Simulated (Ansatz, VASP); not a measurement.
One calculation of Ir, two programs

INCAR

```
  ALGO = Normal
  EDIFF = 1E-6
  ENCUT = 500
  GGA = CA
  GGA_COMPAT = F
  ISIF = 2
  ISMEAR = 0
  LASPH = T
  LCHARG = F
  LREAL = F
  LWAVE = F
  NBANDS = 14
  NELM = 120
  PREC = Accurate
  SIGMA = 0.15
```

The input KPOINTS:

```
k-points
0
Gamma
  22 22 22
```

File POSCAR:

```
Ir
1.0
    0.0000000000      1.8882936738      1.8882936738
    1.8882936738      0.0000000000      1.8882936738
    1.8882936738      1.8882936738      0.0000000000
Ir
1
Direct
    0.0000000000      0.0000000000      0.0000000000
```

Input for Ansatz:

```yaml
crystal:
  lattice:
    - [0.0, 1.8882936738, 1.8882936738]
    - [1.8882936738, 0.0, 1.8882936738]
    - [1.8882936738, 1.8882936738, 0.0]
  atoms:
    - { symbol: Ir, position: [0.0, 0.0, 0.0] }
basis:
  ecutwfc: 420
kpoints:
  mp_grid: { grid: [22, 22, 22] }
hamiltonian:
  xc: lda
  pseudopotentials: { kind: paw, azcp: { folder: soft_1 } }
scf:
  occupations: { method: gaussian, width: 0.15 }
output:
  forces: true
  stress: true
  eigenvalues: true
```

Alike in both runs: task single point; functional LDA; k mesh 22 × 22 × 22; occupations gaussian, width 0.15 eV; no spin polarisation.

|  | VASP | Ansatz |
| --- | --- | --- |
| version | VASP 6.6.1 | Ansatz 0.2.0 |
| potentials or method | VASP PAW LDA potentials, release 64 (Ir_sv_GW), cutoff 500 eV | scalar-relativistic, plane waves, PAW |
| valence electrons in the cell | 17 | 17 |

VASP gave:

- gap on the k mesh at the Fermi level (eV): none
- pressure (GPa): 10.2

Estimate Ansatz's values.

gap on the k mesh at the Fermi level (eV): none; pressure (GPa): 11.9.

Ansatz warns that its potentials were made for another functional, while VASP's fit it. LDA's correlation is that of Perdew and Zunger in VASP and of Perdew and Wang (1992) in Ansatz. A gap of «none» marks a metal or a gap that the smearing closes.

Neither program's run includes spin-orbit coupling.
